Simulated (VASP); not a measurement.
# WSe2 (P6_3/mmc) in VASP: a series of runs, part 2 of 2

VASP 6.6.1. Earlier steps stand in the parts before.

## 4. Single point, PBEsol+D3(BJ)

This run uses another cell than the first one, of the same volume but with other edges.

Input file INCAR:

```
PREC = Accurate ; ENCUT = 520
EDIFF = 1E-7 ; ISMEAR = 0
SIGMA = 0.05 ; LREAL = F
LASPH = T ; NELM = 80
ALGO = Normal ; ISIF = 2
LWAVE = F ; LCHARG = F
GGA = PS ; IVDW = 12
NBANDS = 35
```

Input file KPOINTS:

```
Automatic mesh
0
Gamma
  12 12 4
```

Input file POSCAR:

```
WSe2
1.0
    3.3215020518      0.0000000000      0.0000000000
   -1.6607510259      2.8765051556      0.0000000000
    0.0000000000      0.0000000000     11.7432374902
W Se
2 4
Direct
    0.3333333333      0.6666666667      0.2500000000
    0.6666666667      0.3333333333      0.7500000000
    0.3333333333      0.6666666667      0.6145805872
    0.6666666667      0.3333333333      0.1145805872
    0.3333333333      0.6666666667      0.8854194128
    0.6666666667      0.3333333333      0.3854194128
```

Potentials or basis: VASP PAW PBE potentials, release 64 (W_sv, Se).

On the command line:

```sh
cat potpaw_PBE.64/W_sv/POTCAR potpaw_PBE.64/Se/POTCAR > POTCAR
mpirun -np 1 vasp_std > vasp.out
```

OUTCAR:

```text
PREC = Accurate
   ENCUT = 520
   EDIFF = 1E-7
   ISMEAR = 0
   LREAL = F
   LASPH = T
   NELM = 80
   ISIF = 2
   GGA = PS
   IVDW = 12
 IVDW          = 12

 ion  position               nearest neighbor table
   1  0.333  0.667  0.250-   4 2.49   6 2.49   4 2.49   6 2.49   4 2.49   6 2.49
   2  0.667  0.333  0.750-   3 2.49   5 2.49   3 2.49   5 2.49   3 2.49   5 2.49
   3  0.333  0.667  0.615-   2 2.49   2 2.49   2 2.49
   4  0.667  0.333  0.115-   1 2.49   1 2.49   1 2.49
   5  0.333  0.667  0.885-   2 2.49   2 2.49   2 2.49
   6  0.667  0.333  0.385-   1 2.49   1 2.49   1 2.49

  LATTYP: Found a hexagonal cell.
 ALAT       =     3.3215020518
 C/A-ratio  =     3.5355201674

  Lattice vectors:

 A1 = (   3.3215020518,   0.0000000000,   0.0000000000)
 A2 = (  -1.6607510259,   2.8765051556,   0.0000000000)
 A3 = (   0.0000000000,   0.0000000000,  11.7432374902)

Analysis of symmetry for initial positions (statically):
=====================================================================
 Subroutine PRICEL returns:
 Original cell was already a primitive cell.

 Routine SETGRP: Setting up the symmetry group for a
 hexagonal supercell.

 Subroutine GETGRP returns: Found 24 space group operations
 (whereof 12 operations were pure point group operations)
 out of a pool of 24 trial point group operations.

The static configuration has the point symmetry D_3d.
 The point group associated with its full space group is D_6h.

Analysis of symmetry for dynamics (positions and initial velocities):
=====================================================================
 Subroutine PRICEL returns:
 Original cell was already a primitive cell.

 Routine SETGRP: Setting up the symmetry group for a
 hexagonal supercell.

 Subroutine GETGRP returns: Found 24 space group operations
 (whereof 12 operations were pure point group operations)
 out of a pool of 24 trial point group operations.

The dynamic configuration has the point symmetry D_3d.
 The point group associated with its full space group is D_6h.

 Subroutine INISYM returns: Found 24 space group operations
 (whereof 12 operations are pure point group operations),
 and found     1 'primitive' translations

----------------------------------------------------------------------------------------

                                     Primitive cell

  volume of cell :     112.1986

  direct lattice vectors                    reciprocal lattice vectors
     3.321502052  0.000000000  0.000000000     0.301068608  0.173822042  0.000000000
    -1.660751026  2.876505156  0.000000000     0.000000000  0.347644084  0.000000000
     0.000000000  0.000000000 11.743237490     0.000000000  0.000000000  0.085155393

  length of vectors
     3.321502052  3.321502052 11.743237490     0.347644084  0.347644084  0.085155393

  position of ions in fractional coordinates (direct lattice)
     0.333333333  0.666666667  0.250000000
     0.666666667  0.333333333  0.750000000
     0.333333333  0.666666667  0.614580587
     0.666666667  0.333333333  0.114580587
     0.333333333  0.666666667  0.885419413
     0.666666667  0.333333333  0.385419413

  ion indices of the primitive-cell ions
   primitive index   ion index
                 1           1
                 2           2
                 3           3
                 4           4
                 5           5
                 6           6

[... 33 lines left out ...]
  0.416667 -0.000000  0.000000      6.000000
[... 16 lines left out ...]
  0.250000 -0.000000  0.250000     12.000000
  0.333333 -0.000000  0.250000     12.000000
 [... further k-points ...]
   k-points           NKPTS =     57   k-points in BZ     NKDIM =     57   number of bands    NBANDS=     35
   number of dos      NEDOS =    301   number of ions     NIONS =      6
   total plane-waves  NPLWV =  70560
   dimension x,y,z NGX =    28 NGY =   28 NGZ =   90
   dimension x,y,z NGXF=    56 NGYF=   56 NGZF=  180
   ions per type =               2   4
   NGX,Y,Z   is equivalent  to a cutoff of  14.01, 14.01, 12.74 a.u.
   NGXF,Y,Z  is equivalent  to a cutoff of  28.03, 28.03, 25.48 a.u.
 SYSTEM =  unknown system
   PREC   = accura    normal or accurate (medium, high low for compatibility)
   ISTART =      0    job   : 0-new  1-cont  2-samecut
   ICHARG =      2    charge: 1-file 2-atom 10-const
   ISPIN  =      1    spin polarized calculation?
   LNONCOLLINEAR =      F non collinear calculations
   LSORBIT =      F    spin-orbit coupling
   LASPH  =      T    aspherical Exc in radial PAW
   ENCUT  =  520.0 eV  38.22 Ry    6.18 a.u.   6.18  6.18 21.83*2*pi/ulx,y,z
   NELM   =     80;   NELMIN=  2; NELMDL= -5     # of ELM steps
   EDIFF  = 0.1E-06   stopping-criterion for ELM
   LREAL  =      F    real-space projection
   EDIFFG = 0.1E-05   stopping-criterion for IOM
   NSW    =      0    number of steps for IOM
   IBRION =     -1    ionic relax: 0-MD 1-quasi-New 2-CG
   NFREE  =      0    steps in history (QN), initial steepest desc. (CG)
   ISIF   =      2    stress and relaxation
   ISYM   =      2    0-nonsym 1-usesym 2-fastsym
   POTIM  = 0.5000    time-step for ionic-motion
   TEBEG  =    0.0;   TEEND  =   0.0 temperature during run
   PSTRESS=    0.0 pullay stress
   NELECT =      52.0000    total number of electrons
   NUPDOWN=      -1.0000    fix difference up-down
   EMIN   =  10.00;   EMAX   =-10.00  energy-range for DOS
   EFERMI =   0.00;   METHOD = LEGACY
   ISMEAR =     0;   SIGMA  =   0.05  broadening in eV -4-tet -1-fermi 0-gaus
   EFERMI_NEDOS =   21; number of points for ismear=-14 and -15
   IALGO  =     38    algorithm
   IMIX   =      4    mixing-type and parameters
     AMIX     =   0.40;   BMIX     =  1.00
     AMIX_MAG =   1.60;   BMIX_MAG =  1.00
  volume/ion in A,a.u.               =      18.70       126.19
  Fermi-wavevector in a.u.,A,eV,Ry     =   1.266913  2.394118 21.838281  1.605068
  Thomas-Fermi vector in A             =   2.400089
   LORBIT       =      0    0 simple, 1 ext, 2 COOP (PROOUT), +10 PAW based schemes
   GGA     = PS    functional components
   LHFCALC =     F    Hartree Fock is set to
   AEXX    =    0.0000 exact exchange contribution
   IVDW    =    12    specifies the selected vdW correction
   LEPSILON=     F    determine dielectric tensor
   LRPA    =     F    only Hartree local field effects (RPA)
 non-spin polarized calculation
 Gauss-broadening in eV      SIGMA  =   0.05
  energy-cutoff  :      520.00
  volume of cell :      112.20
 maximum number of plane-waves:      3052
 NGX is ok and might be reduce to    28

 number of electron      52.0000001 magnetization

 Free energy of the ion-electron system (eV)
  ---------------------------------------------------
  ext. energy  EPLUGINS =         0.00000000
  ---------------------------------------------------
  free energy    TOTEN  =       -46.12875575 eV

  energy without entropy =      -46.12875575  energy(sigma->0) =      -46.12875575

 E-fermi :   7.8079     XC(G=0): -11.3861

 val. band max:        7.6063185172   @ k =   0.0000   0.0000   0.0000
 cond. band min:       8.0237509654   @ k =   0.3333   0.3333   0.0000
 fundamental gap:      0.4174324482
 Fermi energy:         7.8079431332

 k-point     1 :       0.0000    0.0000    0.0000
  band No.  band energies     occupation
      1     -67.1652      2.00000
      2     -67.1651      2.00000
      3     -31.4141      2.00000
      4     -31.4140      2.00000
      5     -31.3495      2.00000
      6     -31.3495      2.00000
[... 901 lines left out ...]
     34      11.5023      0.00000
     35      12.3281      0.00000

 [... further k-points ...]

------------------------ aborting loop because EDIFF is reached ----------------------------------------

 Edisp (eV)   -2.86407

 E8    (eV) :    -1.9274

  FORCE on cell =-STRESS in cart. coord.  units (eV):
  Direction    XX          YY          ZZ          XY          YZ          ZX
  --------------------------------------------------------------------------------------
  -------------------------------------------------------------------------------------
  Total      -1.66666    -1.66666     8.94391     0.00000     0.00000     0.00000
  in kB     -23.79957   -23.79957   127.71757     0.00000     0.00000     0.00000
  external pressure =       26.71 kB  Pullay stress =        0.00 kB

 VOLUME and BASIS-vectors are now :
 -----------------------------------------------------------------------------
  energy-cutoff  :      520.00
  volume of cell :      112.20
      direct lattice vectors                 reciprocal lattice vectors
     3.321502052  0.000000000  0.000000000     0.301068608  0.173822042  0.000000000
    -1.660751026  2.876505156  0.000000000     0.000000000  0.347644084  0.000000000
     0.000000000  0.000000000 11.743237490     0.000000000  0.000000000  0.085155393

 POSITION                                       TOTAL-FORCE (eV/Angst)
 -----------------------------------------------------------------------------------
     -0.00000      1.91767      2.93581         0.000000      0.000000     -0.000000
      1.66075      0.95884      8.80743        -0.000000     -0.000000     -0.000000
     -0.00000      1.91767      7.21717        -0.000000      0.000000     -0.958377
      1.66075      0.95884      1.34555         0.000000     -0.000000     -0.958377
     -0.00000      1.91767     10.39769        -0.000000      0.000000      0.958377
      1.66075      0.95884      4.52607         0.000000     -0.000000      0.958377
 -----------------------------------------------------------------------------------
    total drift:                                0.000000     -0.000000      0.000000

  FREE ENERGIE OF THE ION-ELECTRON SYSTEM (eV)
  ---------------------------------------------------
  free  energy   TOTEN  =       -48.9928215629 eV

  energy  without entropy=      -48.9928215629  energy(sigma->0) =      -48.99282156
```

OSZICAR:

```text
N       E                     dE             d eps       ncg     rms          rms(c)
DAV:   1     0.500170998060E+03    0.50017E+03   -0.27904E+04  4382   0.147E+03
DAV:   2    -0.161271066884E+02   -0.51630E+03   -0.49871E+03  4623   0.398E+02
DAV:   3    -0.473316940634E+02   -0.31205E+02   -0.30645E+02  4920   0.918E+01
DAV:   4    -0.479849095713E+02   -0.65322E+00   -0.64919E+00  4775   0.133E+01
DAV:   5    -0.479927847289E+02   -0.78752E-02   -0.78667E-02  4851   0.156E+00    0.328E+01
DAV:   6    -0.464699728663E+02    0.15228E+01   -0.53450E+00  4442   0.153E+01    0.121E+01
DAV:   7    -0.462558527359E+02    0.21412E+00   -0.19667E+00  4143   0.700E+00    0.580E+00
DAV:   8    -0.461298733288E+02    0.12598E+00   -0.27749E-01  4370   0.365E+00    0.120E+00
DAV:   9    -0.461301008348E+02   -0.22751E-03   -0.40355E-02  4921   0.975E-01    0.741E-01
DAV:  10    -0.461287936144E+02    0.13072E-02   -0.91474E-03  4476   0.643E-01    0.125E-01
DAV:  11    -0.461288000131E+02   -0.63987E-05   -0.12045E-03  4331   0.221E-01    0.166E-01
DAV:  12    -0.461287681138E+02    0.31899E-04   -0.39003E-05  4625   0.432E-02    0.112E-01
DAV:  13    -0.461287556390E+02    0.12475E-04   -0.76765E-05  4366   0.552E-02    0.770E-03
DAV:  14    -0.461287558265E+02   -0.18752E-06   -0.46906E-06  4801   0.118E-02    0.103E-02
DAV:  15    -0.461287557520E+02    0.74445E-07   -0.26015E-07  3826   0.284E-03
   1 F= -.48992822E+02 E0= -.48992822E+02  d E =-.127784E-10
```

Run time: 3.2 min. Hardware: 1 thread of Intel Xeon Platinum 8488C (Sapphire Rapids), shared host; peak memory 0.36 GiB.

Results:

```yaml
Free_energy: -48.9928 eV
Pressure: 2.7 GPa
Largest_force: 0.958 eV/Å
Band_gap_on_the_k_mesh: 0.42 eV (least direct gap 1.17 eV)
Dispersion_energy_per_atom: -0.477 eV
```

Forces in eV/Å, atoms in the order of the input:
```
W    0.000  0.000  0.000
W    0.000  0.000  0.000
Se   0.000  0.000 -0.958
Se   0.000  0.000 -0.958
Se   0.000  0.000  0.958
Se   0.000  0.000  0.958
```

Levels at points of the mesh, in eV from the valence-band top:
```
           k point  band 22  band 23  band 24  band 25  band 26  band 27  band 28  band 29  band 30  band 31
(0.00, 0.00, 0.00)    -2.36    -2.36    -1.29    -0.33     0.00     2.00     2.00     2.08     2.08     2.12
(0.50, 0.00, 0.00)    -2.51    -2.41    -2.17    -1.84    -1.68     1.33     1.44     1.71     1.93     2.55
(0.00, 0.00, 0.50)    -2.44    -2.44    -2.44    -0.05    -0.05     1.99     1.99     1.99     1.99     2.45
(0.50, 0.00, 0.50)    -2.92    -2.11    -2.11    -1.83    -1.83     1.37     1.37     1.86     1.86     3.01
```

Caveat: the PAW data sets were made with another functional, which shifts forces and pressure a little; spin-orbit coupling is left out, which moves the levels of the heavy elements.

## 5. Overview

```tsv
cell	gap on the mesh (eV)	pressure (GPa)	largest force (eV/Å)
a = 2.960, b = 2.960, c = 14.787 Å, angles 90.0, 90.0, 120.0°, 6 atoms	none	-1.1	2.13
a = 3.040, b = 3.040, c = 14.019 Å, angles 90.0, 90.0, 120.0°, 6 atoms	0.10	-1.6	1.91
a = 3.322, b = 3.322, c = 11.743 Å, angles 90.0, 90.0, 120.0°, 6 atoms	0.42	2.7	0.96
```

Alike in all rows: task single point; level PBEsol+D3(BJ); potentials or basis VASP PAW PBE potentials, release 64 (W_sv, Se); no spin polarisation; k mesh 12 × 12 × 4; cutoff (eV) 520; smearing gaussian 0.05 eV.

Caveats: the PAW data sets were made with another functional, which shifts forces and pressure a little; spin-orbit coupling is left out, which moves the levels of the heavy elements.

Absolute energies hang on the potentials; compare differences alone.
